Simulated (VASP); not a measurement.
# Ti (Fm-3m) in VASP: density of states with PBE

Aim: the density of states of Ti with PBE.

Program: VASP 6.6.1. These are calculated values, not measurements. Logs are shortened: lines on timing, memory, paths and dates and some standing lists are left out, and cuts for length are marked.

## 1. The cell of the first run

The structure is cubic, space group Fm-3m (No. 225). The conventional cell has a = 4.060 Å, b = 4.060 Å, c = 4.060 Å, α = 90.00°, β = 90.00°, γ = 90.00°. Ti (site symmetry m-3m) has 12 Ti at 2.87 Å within 3.8 Å.

## 2. Density of states, PBE

Input file POSCAR:

```
Ti
1.0
    0.0000000000      2.0300000000      2.0300000000
    2.0300000000      0.0000000000      2.0300000000
    2.0300000000      2.0300000000      0.0000000000
Ti
1
Direct
    0.0000000000      0.0000000000      0.0000000000
```

Input file INCAR.step1:

```
SYSTEM = Ti
PREC = Accurate
ENCUT = 520
EDIFF = 1E-6
ISMEAR = 0
SIGMA = 0.05
LREAL = .False.
LASPH = .True.
NELM = 100
ALGO = Fast
ISIF = 2
LWAVE = .False.
LCHARG = .True.
LMAXMIX = 4
GGA = PE
NBANDS = 12
```

Input file KPOINTS.step1:

```
regular mesh
0
Gamma
  14 14 14
  0 0 0
```

Input file INCAR.step2:

```
SYSTEM = Ti
PREC = Accurate
ENCUT = 520
EDIFF = 1E-6
ISMEAR = -5
SIGMA = 0.05
LREAL = .False.
LASPH = .True.
NELM = 100
ALGO = Fast
ISIF = 2
LWAVE = .False.
LCHARG = .False.
LMAXMIX = 4
GGA = PE
LORBIT = 11
NBANDS = 12
NEDOS = 1001
ICHARG = 11
```

Input file KPOINTS.step2:

```
regular mesh
0
Gamma
  21 21 21
  0 0 0
```

Potentials or basis: VASP PAW PBE potentials, release 64 (Ti_sv).

Run with:

```
cat potpaw_PBE.64/Ti_sv/POTCAR > POTCAR
cp INCAR.step1 INCAR
cp KPOINTS.step1 KPOINTS
mpirun -np 1 vasp_std > vasp.out
cp INCAR.step2 INCAR
cp KPOINTS.step2 KPOINTS
mpirun -np 1 vasp_std > vasp.out
```

OUTCAR:

```text
SYSTEM = Ti
   PREC = Accurate
   ENCUT = 520
   EDIFF = 1E-6
   ISMEAR = -5
   LREAL = .False.
   LASPH = .True.
   NELM = 100
   ISIF = 2
   GGA = PE
   LORBIT = 11
   ICHARG = 11

 ion  position               nearest neighbor table
   1  0.000  0.000  0.000-

  LATTYP: Found a face centered cubic cell.
 ALAT       =     4.0600000000

  Lattice vectors:

 A1 = (   0.0000000000,   2.0300000000,   2.0300000000)
 A2 = (   2.0300000000,   0.0000000000,   2.0300000000)
 A3 = (   2.0300000000,   2.0300000000,   0.0000000000)

Analysis of symmetry for initial positions (statically):
=====================================================================
 Subroutine PRICEL returns:
 Original cell was already a primitive cell.

 Routine SETGRP: Setting up the symmetry group for a
 face centered cubic supercell.

 Subroutine GETGRP returns: Found 48 space group operations
 (whereof 48 operations were pure point group operations)
 out of a pool of 48 trial point group operations.

The static configuration has the point symmetry O_h .

Analysis of symmetry for dynamics (positions and initial velocities):
=====================================================================
 Subroutine PRICEL returns:
 Original cell was already a primitive cell.

 Routine SETGRP: Setting up the symmetry group for a
 face centered cubic supercell.

 Subroutine GETGRP returns: Found 48 space group operations
 (whereof 48 operations were pure point group operations)
 out of a pool of 48 trial point group operations.

The dynamic configuration has the point symmetry O_h .

 Subroutine INISYM returns: Found 48 space group operations
 (whereof 48 operations are pure point group operations),
 and found     1 'primitive' translations

----------------------------------------------------------------------------------------

                                     Primitive cell

  volume of cell :      16.7309

  direct lattice vectors                    reciprocal lattice vectors
     0.000000000  2.030000000  2.030000000    -0.246305419  0.246305419  0.246305419
     2.030000000  0.000000000  2.030000000     0.246305419 -0.246305419  0.246305419
     2.030000000  2.030000000  0.000000000     0.246305419  0.246305419 -0.246305419

  length of vectors
     2.870853532  2.870853532  2.870853532     0.426613499  0.426613499  0.426613499

  position of ions in fractional coordinates (direct lattice)
     0.000000000  0.000000000  0.000000000

  ion indices of the primitive-cell ions
   primitive index   ion index
                 1           1

----------------------------------------------------------------------------------------

 KPOINTS: regular mesh

Automatic generation of k-mesh.
 Grid dimensions read from file:
 generate k-points for:   21   21   21

 Generating k-lattice:

  Cartesian coordinates                     Fractional coordinates (reciprocal lattice)
    -0.011728829  0.011728829  0.011728829     0.047619048  0.000000000  0.000000000
     0.011728829 -0.011728829  0.011728829     0.000000000  0.047619048  0.000000000
     0.011728829  0.011728829 -0.011728829     0.000000000  0.000000000  0.047619048

  Length of vectors
     0.020314929  0.020314929  0.020314929

  Shift w.r.t. Gamma in fractional coordinates (k-lattice)
     0.000000000  0.000000000  0.000000000

 TETIRR: Found   1276 inequivalent tetrahedra from    55566

 Subroutine IBZKPT returns following result:
 ===========================================

 Found    286 irreducible k-points:

 Following reciprocal coordinates:
            Coordinates               Weight
  0.000000  0.000000  0.000000      1.000000
  0.047619  0.000000  0.000000      8.000000
  0.095238  0.000000  0.000000      8.000000
  0.142857  0.000000  0.000000      8.000000
  0.190476  0.000000  0.000000      8.000000
  0.238095  0.000000  0.000000      8.000000
[... 16 lines left out ...]
 -0.428571  0.047619  0.000000     24.000000
 -0.380952  0.047619  0.000000     24.000000
 [... further k-points ...]
   k-points           NKPTS =    286   k-points in BZ     NKDIM =    286   number of bands    NBANDS=     12
   number of dos      NEDOS =   1001   number of ions     NIONS =      1
   total plane-waves  NPLWV =  13824
   dimension x,y,z NGX =    24 NGY =   24 NGZ =   24
   dimension x,y,z NGXF=    48 NGYF=   48 NGZF=   48
   ions per type =               1
   NGX,Y,Z   is equivalent  to a cutoff of  13.90, 13.90, 13.90 a.u.
   NGXF,Y,Z  is equivalent  to a cutoff of  27.80, 27.80, 27.80 a.u.
 SYSTEM =  Ti
   PREC   = accura    normal or accurate (medium, high low for compatibility)
   ISTART =      0    job   : 0-new  1-cont  2-samecut
   ICHARG =     11    charge: 1-file 2-atom 10-const
   ISPIN  =      1    spin polarized calculation?
   LNONCOLLINEAR =      F non collinear calculations
   LSORBIT =      F    spin-orbit coupling
   LASPH  =      T    aspherical Exc in radial PAW
   ENCUT  =  520.0 eV  38.22 Ry    6.18 a.u.   5.34  5.34  5.34*2*pi/ulx,y,z
   NELM   =    100;   NELMIN=  2; NELMDL=  0     # of ELM steps
   EDIFF  = 0.1E-05   stopping-criterion for ELM
   LREAL  =      F    real-space projection
   EDIFFG = 0.1E-04   stopping-criterion for IOM
   NSW    =      0    number of steps for IOM
   IBRION =     -1    ionic relax: 0-MD 1-quasi-New 2-CG
   NFREE  =      0    steps in history (QN), initial steepest desc. (CG)
   ISIF   =      2    stress and relaxation
   ISYM   =      2    0-nonsym 1-usesym 2-fastsym
   POTIM  = 0.5000    time-step for ionic-motion
   TEBEG  =    0.0;   TEEND  =   0.0 temperature during run
   PSTRESS=    0.0 pullay stress
   NELECT =      12.0000    total number of electrons
   NUPDOWN=      -1.0000    fix difference up-down
   EMIN   =  10.00;   EMAX   =-10.00  energy-range for DOS
   EFERMI =   0.00;   METHOD = LEGACY
   ISMEAR =    -5;   SIGMA  =   0.05  broadening in eV -4-tet -1-fermi 0-gaus
   EFERMI_NEDOS =   21; number of points for ismear=-14 and -15
   IALGO  =     68    algorithm
   IMIX   =      4    mixing-type and parameters
     AMIX     =   0.40;   BMIX     =  1.00
     AMIX_MAG =   1.60;   BMIX_MAG =  1.00
  volume/ion in A,a.u.               =      16.73       112.91
  Fermi-wavevector in a.u.,A,eV,Ry     =   1.465421  2.769245 29.217967  2.147460
  Thomas-Fermi vector in A             =   2.581280
   LORBIT       =     11    0 simple, 1 ext, 2 COOP (PROOUT), +10 PAW based schemes
   GGA     = PE    functional components
   LHFCALC =     F    Hartree Fock is set to
   AEXX    =    0.0000 exact exchange contribution
   IVDW    =     0    specifies the selected vdW correction
   LEPSILON=     F    determine dielectric tensor
   LRPA    =     F    only Hartree local field effects (RPA)
 non-spin polarized calculation
 RMM-DIIS sequential band-by-band and
 Fermi weights with tetrahedron method with Bloechl corrections
  energy-cutoff  :      520.00
  volume of cell :       16.73
 maximum number of plane-waves:       465
 NGX is ok and might be reduce to    24

 number of electron      12.0000002 magnetization

 Free energy of the ion-electron system (eV)
  ---------------------------------------------------
  ext. energy  EPLUGINS =         0.00000000
  ---------------------------------------------------
  free energy    TOTEN  =        -7.77047598 eV

  energy without entropy =       -7.77047598  energy(sigma->0) =       -7.77047598

 E-fermi :   8.6238     XC(G=0): -11.6760

 val. band max:        8.6288514100   @ k =  -0.3333   0.0476   0.0000
 cond. band min:       8.6185933616   @ k =  -0.2857   0.2381   0.0476
 fundamental gap:     -0.0102580484
 Fermi energy:         8.6238406021

 k-point     1 :       0.0000    0.0000    0.0000
  band No.  band energies     occupation
      1     -48.0246      2.00000
      2     -23.8385      2.00000
      3     -23.8385      2.00000
      4     -23.8385      2.00000
      5       2.4398      2.00000
      6       9.5206      0.00000
      7       9.5206      0.00000
      8       9.5206      0.00000
      9      11.2369      0.00000
     10      11.2369      0.00000
     11      24.0773      0.00000
     12      28.7397      0.00000

 k-point     2 :       0.0476    0.0000    0.0000
  band No.  band energies     occupation
      1     -48.0215      2.00000
      2     -23.8559      2.00000
      3     -23.8406      2.00000
      4     -23.8406      2.00000
      5       2.5162      2.00000
      6       9.4722      0.00000
      7       9.5490      0.00000
      8       9.5490      0.00000
      9      11.2180      0.00000
     10      11.2180      0.00000
     11      24.1479      0.00000
     12      28.0984      0.00000

 k-point     3 :       0.0952    0.0000    0.0000
  band No.  band energies     occupation
      1     -48.0124      2.00000
      2     -23.9065      2.00000
      3     -23.8469      2.00000
      4     -23.8469      2.00000
      5       2.7414      2.00000
      6       9.3367      0.00000
      7       9.6260      0.00000
      8       9.6260      0.00000
      9      11.1712      0.00000
     10      11.1712      0.00000
     11      24.3101      0.00000
     12      26.8311      0.00000

 k-point     4 :       0.1429    0.0000    0.0000
  band No.  band energies     occupation
      1     -47.9982      2.00000
      2     -23.9851      2.00000
      3     -23.8567      2.00000
      4     -23.8567      2.00000
      5       3.1030      2.00000
      6       9.1415      0.00000
      7       9.7249      0.00000
      8       9.7249      0.00000
      9      11.1287      0.00000
     10      11.1287      0.00000
     11      24.3253      0.00000
     12      25.6371      0.00000

 k-point     5 :       0.1905    0.0000    0.0000
  band No.  band energies     occupation
      1     -47.9800      2.00000
      2     -24.0843      2.00000
      3     -23.8692      2.00000
      4     -23.8692      2.00000
      5       3.5789      2.00000
      6       8.9251      0.00000
      7       9.7983      0.00000
      8       9.7983      0.00000
      9      11.1434      0.00000
     10      11.1434      0.00000
     11      23.5380      0.00000
     12      25.1489      0.00000
[... 228 lines left out ...]
      1     -47.8834      2.00000
      2     -24.5757      2.00000
      3     -23.9422      2.00000
      4     -23.9385      2.00000
      5       5.9804      2.00000
      6       9.0747      0.00000
      7       9.4508      0.00000
      8       9.4646      0.00000
      9      12.3593      0.00000
     10      12.4041      0.00000
     11      17.3582      0.00000
     12      23.4262      0.00000

 k-point    22 :      -0.4762    0.0476    0.0000
  band No.  band energies     occupation
      1     -47.8813      2.00000
      2     -24.5862      2.00000
      3     -23.9467      2.00000
      4     -23.9369      2.00000
      5       6.0096      2.00000
      6       9.1192      0.00000
      7       9.4441      0.00000
      8       9.4780      0.00000
      9      12.3393      0.00000
     10      12.5082      0.00000
     11      17.1807      0.00000
     12      23.3727      0.00000

 k-point    23 :      -0.4286    0.0476    0.0000
  band No.  band energies     occupation
      1     -47.8855      2.00000
      2     -24.5651      2.00000
      3     -23.9468      2.00000
      4     -23.9311      2.00000
      5       5.9504      2.00000
      6       9.0456      0.00000
      7       9.4377      0.00000
      8       9.4666      0.00000
      9      12.2029      0.00000
     10      12.4713      0.00000
     11      17.5326      0.00000
     12      23.4693      0.00000

 k-point    24 :      -0.3810    0.0476    0.0000
  band No.  band energies     occupation
      1     -47.8956      2.00000
      2     -24.5140      2.00000
      3     -23.9424      2.00000
      4     -23.9217      2.00000
      5       5.7749      2.00000
      6       8.8297     -0.16974
      7       9.4587      0.00000
      8       9.5304      0.00000
      9      11.9710      0.00000
     10      12.3148      0.00000
     11      18.3144      0.00000
     12      23.7054      0.00000

 [... further k-points ...]
[... 5 lines left out ...]
  --------------------------------------------------------------------------------------
  -------------------------------------------------------------------------------------
  Total        0.3871952      0.3871952      0.3871952     -0.0000000     -0.0000000      0.0000000
  in kB       37.0785218     37.0785218     37.0785218     -0.0000000     -0.0000000      0.0000000
  external PRESSURE =      37.0785218 kB  Pullay stress =       0.0000000 kB

 VOLUME and BASIS-vectors are now :
 -----------------------------------------------------------------------------
  energy-cutoff  :      520.00
  volume of cell :       16.73
      direct lattice vectors                 reciprocal lattice vectors
     0.000000000  2.030000000  2.030000000    -0.246305419  0.246305419  0.246305419
     2.030000000  0.000000000  2.030000000     0.246305419 -0.246305419  0.246305419
     2.030000000  2.030000000  0.000000000     0.246305419  0.246305419 -0.246305419

 POSITION                                       TOTAL-FORCE (eV/Angst)
 -----------------------------------------------------------------------------------
      0.00000      0.00000      0.00000         0.000000      0.000000      0.000000
 -----------------------------------------------------------------------------------
    total drift:                               -0.000000      0.000000     -0.000000

  FREE ENERGIE OF THE ION-ELECTRON SYSTEM (eV)
  ---------------------------------------------------
  free  energy   TOTEN  =        -7.7704759813 eV

  energy  without entropy=       -7.7704759813  energy(sigma->0) =       -7.77047598

 total charge

# of ion       s       p       d       tot
------------------------------------------
    1        2.254   6.126   1.919  10.300
```

Wall time 28 s (1 thread of Intel Xeon 6975P-C (Granite Rapids), shared host); peak memory 0.17 GiB.

Results:

| Quantity | Value |
| --- | --- |
| Valence electrons inside the program's atomic spheres | Ti 10.30 |

Caveat: tetrahedron occupations give inexact forces and stress in metals.
